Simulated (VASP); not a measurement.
Set up this calculation in VASP 6.6.1, as the native input.

| Item | Value |
| --- | --- |
| Task | electric field gradients |
| Functional | LDA |
| Potentials or basis | VASP PAW LDA potentials, release 64 (In_d) |
| Cutoff | 520 eV |
| k mesh | 14 × 14 × 14 |
| Occupations | fermi-dirac, width 0.05 eV |
| Spin | no spin polarisation |
| Dipole correction | no |
| Further INCAR settings | ALGO = Normal; EDIFF = 1e-08; NBANDS = 12 |

The structure of In lies in POSCAR:

```
In
1.0
   -1.6261500000      1.6261500000      2.5234290000
    1.6261500000     -1.6261500000      2.5234290000
    1.6261500000      1.6261500000     -2.5234290000
In
1
Direct
    0.0000000000      0.0000000000      0.0000000000
```

This cell differs from its parent crystal: zz strain of +2 %.

These files were run (other wordings do the same):

INCAR

```
PREC = Accurate
ENCUT = 520
EDIFF = 1E-8
ISMEAR = -1
SIGMA = 0.05
LREAL = False
LASPH = True
NELM = 80
ALGO = Normal
ISIF = 2
LWAVE = False
LCHARG = False
LEFG = True
NBANDS = 12
```

KPOINTS

```
regular mesh
0
Gamma
  14 14 14
```

Potentials or basis: VASP PAW LDA potentials, release 64 (In_d).

The run is started by

```console
$ cat potpaw_LDA.64/In_d/POTCAR > POTCAR
$ mpirun -np 1 vasp_std > vasp.out
```

It gave:

```json
{
 "Pressure": "-3.4 GPa"
}
```

Caveat: the cell differs from its parent crystal (zz strain of +2 %); without QUAD_EFG the Cq values of the log hold for a quadrupole moment of 1 mb, not for the nuclei.

Wall time 75 s on 1 thread of Intel(R) Xeon(R) Platinum 8259CL CPU @ 2.50GHz (Skylake/Cascade Lake), with other jobs on the host, peak memory 0.19 GiB.
